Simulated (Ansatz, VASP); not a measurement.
## Two plane-wave programs on CsMg2Br2

```
Cs Mg Br
1.0
     6.85837    0.00000    0.00000
    -3.42919    5.93953    0.00000
     0.00000    0.00000    5.41309
Cs Mg Br
1 2 2
Cartesian
  0.0000 0.0000 2.7065
  0.0000 3.9597 2.7065
  3.4292 1.9798 2.7065
  0.0000 3.9597 0.0000
  3.4292 1.9798 0.0000
```

Alike in both runs: task relaxation of cell and atoms; functional PBE; k mesh 6 × 6 × 8; occupations gaussian, width 0.1 eV; no spin polarisation.

|  | VASP | Ansatz |
| --- | --- | --- |
| version | VASP 6.6.1 | Ansatz 0.2.0 |
| potentials or method | VASP PAW PBE potentials, release 64 (Cs_sv, Mg, Br), cutoff 600 eV | scalar-relativistic, plane waves, PAW |
| valence electrons in the cell | 27 | 43 |

VASP gave:

- gap on the k mesh at the Fermi level, each at its own relaxed structure (eV): none
- relaxed volume (Å³/atom): 44.07
- relaxed cell length with the largest relative difference (Å): 5.405

Question: Estimate Ansatz's values.

Answer: gap on the k mesh at the Fermi level, each at its own relaxed structure (eV): none; relaxed volume (Å³/atom): 44.13; relaxed cell length with the largest relative difference (Å): 5.410.

A gap of «none» marks a metal or a gap that the smearing closes. VASP's potentials hold 27 valence electrons a cell and Ansatz's 43, so a difference there can come from the potentials and not from the codes.

Spin-orbit coupling is off throughout.
